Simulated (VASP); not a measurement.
A run of VASP 6.6.1 is set up as follows.

Contents of INCAR:

```
SYSTEM = BP
ALGO = Normal
EDIFF = 1E-6
ENCUT = 520
GGA = PE
ISIF = 2
ISMEAR = 0
LASPH = .TRUE.
LCHARG = .FALSE.
LREAL = .FALSE.
LWAVE = .FALSE.
NBANDS = 11
NELM = 60
PREC = Accurate
SIGMA = 0.01
```

Contents of KPOINTS:

```
k-points
0
G
  10 10 10
  0 0 0
```

Contents of POSCAR:

```
BP
1.0
    0.0000000000      2.2589271345      2.2589271345
    2.2589271345      0.0000000000      2.2589271345
    2.2589271345      2.2589271345      0.0000000000
B P
1 1
Direct
    0.0000000000      0.0000000000      0.0000000000
    0.7500000000      0.7500000000      0.7500000000
```

Potentials or basis: VASP PAW PBE potentials, release 64 (B, P).

Launch:

```console
$ cat potpaw_PBE.64/B/POTCAR potpaw_PBE.64/P/POTCAR > POTCAR
$ mpirun -np 1 vasp_std > vasp.out
```

Predict the pressure.

3.2 GPa.

Estimate the band gap on the k mesh.

1.22 eV, indirect (least direct gap 3.42 eV).

 A k mesh can miss the band edges.
